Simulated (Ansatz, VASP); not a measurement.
# MgS: VASP beside Ansatz

```xyz
4
Lattice="4.2054 0.0000 0.0000 -2.1027 3.6420 0.0000 0.0000 0.0000 6.7046" Properties=species:S:1:pos:R:3 pbc="T T T"
Mg    2.1027    1.2140    3.3238
Mg    0.0000    2.4280    6.6761
S     0.0000    2.4280    2.5427
S     2.1027    1.2140    5.8950
```

Alike in both runs: task single point; functional LDA; k mesh 6 × 6 × 4; occupations gaussian, width 0.02 eV; no spin polarisation.

|  | VASP | Ansatz |
| --- | --- | --- |
| version | VASP 6.6.1 | Ansatz 0.2.0 |
| potentials or method | VASP PAW LDA potentials, release 64 (Mg, S), cutoff 520 eV | scalar-relativistic, plane waves, PAW |
| valence electrons in the cell | 16 | 32 |

Ansatz gave:

```
gap on the k mesh at the Fermi level (eV)                     : 2.57
least direct gap on the mesh (eV)                             : 2.57
pressure (GPa)                                                : -7.1
traceless stress, the component that is largest in VASP (GPa) : 0.13
rms of the force components (eV/Å)                            : 0.035
```

**Question.** Estimate VASP's values.

**Answer.** gap on the k mesh at the Fermi level (eV): 2.58; least direct gap on the mesh (eV): 2.58; pressure (GPa): -7.4; traceless stress, the component that is largest in VASP (GPa): 0.13; rms of the force components (eV/Å): 0.035.

LDA's correlation is that of Perdew and Zunger in VASP and of Perdew and Wang (1992) in Ansatz. Atom by atom the forces differ by 0.000 eV/Å (rms over components). VASP's potentials hold 16 valence electrons a cell and Ansatz's 32, so a difference there can come from the potentials and not from the codes.
